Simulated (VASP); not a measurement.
Runs of VASP 6.6.1 on TiInP. The structure is that of space group P-6m2 (No. 187), or close to it. The cells are those of the table. The cell was generated, and may not be a known phase.

```csv
task,spin,cell,k mesh,cutoff (eV),gap on the mesh (eV),pressure (GPa)
single point,off,"a = 4.130, b = 4.130, c = 5.010 Å, angles 90.0, 90.0, 120.0°, 3 atoms",6 × 6 × 4,520,none,-4.0
single point,off,"a = 4.145, b = 4.145, c = 4.026 Å, angles 90.0, 90.0, 120.0°, 3 atoms",12 × 12 × 12,520,none,0.0
relaxation of cell and atoms,off,"relaxed from a = 4.145, b = 4.145, c = 4.033 Å, angles 90.0, 90.0, 120.0°, 3 atoms",12 × 12 × 12,600,none,0.0
single point,collinear,"a = 4.130, b = 4.130, c = 5.010 Å, angles 90.0, 90.0, 120.0°, 3 atoms",6 × 6 × 4,520,none,-3.9
single point,off,"a = 4.145, b = 4.145, c = 4.033 Å, angles 90.0, 90.0, 120.0°, 3 atoms",12 × 12 × 10,520,none,(a)
```

Alike in all rows: level PBE; potentials or basis VASP PAW PBE potentials, release 64 (Ti_sv, In_d, P); smearing gaussian 0.1 eV.

Question: Estimate the missing entries.

Answer: (a) -0.1.

Caveats: spin-orbit coupling is left out, which moves the levels of the heavy elements; the stress differs along the axes, from -7 to -2 GPa (at least some runs).

A k mesh can miss the band edges, and the runs leave out spin-orbit coupling on In.

A gap of «none» marks levels without a gap at the run's occupations.
